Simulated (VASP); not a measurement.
Write the native input for VASP 6.6.1 that does the following.

- Task: single point
- Functional: LDA
- Potentials or basis: VASP PAW LDA potentials, release 64 (Li_sv, F)
- Cutoff: 520 eV
- k mesh: 10 × 10 × 10
- Occupations: fermi-dirac, width 0.03 eV
- Spin: no spin polarisation
- Dipole correction: no
- Further INCAR settings: ALGO = Normal; EDIFF = 1e-06; NBANDS = 12

The structure of LiF lies in POSCAR:

```
LiF
1.0
    0.0000000000      2.0470222626      2.0470222626
    2.0470222626      0.0000000000      2.0470222626
    2.0470222626      2.0470222626      0.0000000000
Li F
1 1
Direct
    0.0000000000      0.0000000000      0.0000000000
    0.5000000000      0.5000000000      0.5000000000
```

This cell differs from its parent crystal: volume scaled by 1.05.

The input as run:

INCAR

```
ALGO = Normal ; EDIFF = 1E-6
ENCUT = 520 ; ISIF = 2
ISMEAR = -1 ; LASPH = T
LCHARG = F ; LREAL = F
LWAVE = F ; NBANDS = 12
NELM = 60 ; PREC = Accurate
SIGMA = 0.03
```

KPOINTS

```
k-points
0
Gamma
  10 10 10
```

Potentials or basis: VASP PAW LDA potentials, release 64 (Li_sv, F).

Launch:

```bash
$ cat potpaw_LDA.64/Li_sv/POTCAR potpaw_LDA.64/F/POTCAR > POTCAR
$ mpirun -np 1 vasp_std > vasp.out
```

Results of the run:

```
Band gap on the k mesh : 8.41 eV, direct
```

It took 12 s on 1 thread of AMD EPYC 7R43 64-Core Processor (Zen 3), on a shared host, peak memory 0.09 GiB.
